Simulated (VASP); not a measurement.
A run of VASP 6.6.1:

INCAR

```
PREC = Accurate
ENCUT = 520
EDIFF = 1E-6
ISMEAR = -1
SIGMA = 0.05
LREAL = F
LASPH = T
NELM = 80
ALGO = Normal
ISIF = 2
LWAVE = F
LCHARG = T
GGA = PE
LELF = T
LVHAR = T
NBANDS = 19
```

Contents of KPOINTS:

```
regular mesh
0
Gamma
  12 12 7
```

Contents of POSCAR:

```
Zr
1.0
    3.2313105020      0.0000000000      0.0000000000
   -1.6156552510      2.7983969822      0.0000000000
    0.0000000000      0.0000000000      5.1766010165
Zr
2
Direct
    0.3333333333      0.6666666667      0.2500000000
    0.6666666667      0.3333333333      0.7500000000
```

Potentials or basis: VASP PAW PBE potentials, release 64 (Zr_sv).

Launch:

```sh
$ cat potpaw_PBE.64/Zr_sv/POTCAR > POTCAR
$ mpirun -np 1 vasp_std > vasp.out
```

Hardware: 1 thread of Intel(R) Xeon(R) Platinum 8488C (Sapphire Rapids), with other jobs on the host.

Q: Estimate the wall time of this run.

A: It took 59 s on 1 thread of Intel(R) Xeon(R) Platinum 8488C (Sapphire Rapids), on a shared host, peak memory 0.19 GiB. Counts: scf iterations 11, k points 76.
